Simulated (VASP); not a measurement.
Write the native input for VASP 6.6.1 that does the following.

- Task: single point
- Functional: revPBE
- Potentials or basis: VASP PAW PBE potentials, release 64 (Rh_pv)
- Cutoff: 520 eV
- k mesh: 12 × 12 × 12
- Occupations: fermi-dirac, width 0.05 eV
- Spin: no spin polarisation
- Dipole correction: no
- Further INCAR settings: ALGO = Normal; EDIFF = 1e-06; NBANDS = 14

The structure of Rh lies in POSCAR:

```
Rh
1.0
    0.0000000000      1.8978500000      1.8978500000
    1.8978500000      0.0000000000      1.8978500000
    1.8978500000      1.8978500000      0.0000000000
Rh
1
Direct
    0.0000000000      0.0000000000      0.0000000000
```

One way to write it, as run:

INCAR

```
ALGO = Normal
EDIFF = 1E-6
ENCUT = 520
GGA = RE
ISIF = 2
ISMEAR = -1
LASPH = True
LCHARG = False
LREAL = False
LWAVE = False
NBANDS = 14
NELM = 60
PREC = Accurate
SIGMA = 0.05
```

KPOINTS

```
k-points
0
Gamma
  12 12 12
```

Potentials or basis: VASP PAW PBE potentials, release 64 (Rh_pv).

Run with:

```sh
$ cat potpaw_PBE.64/Rh_pv/POTCAR > POTCAR
$ mpirun -np 1 vasp_std > vasp.out
```

It gave:

- Pressure: 10.8 GPa

Caveat: the PAW data sets were made with another functional, which shifts forces and pressure a little.

It took 7.8 s on 1 thread of Intel(R) Xeon(R) 6975P-C (Granite Rapids), with other jobs on the host, peak memory 0.13 GiB.
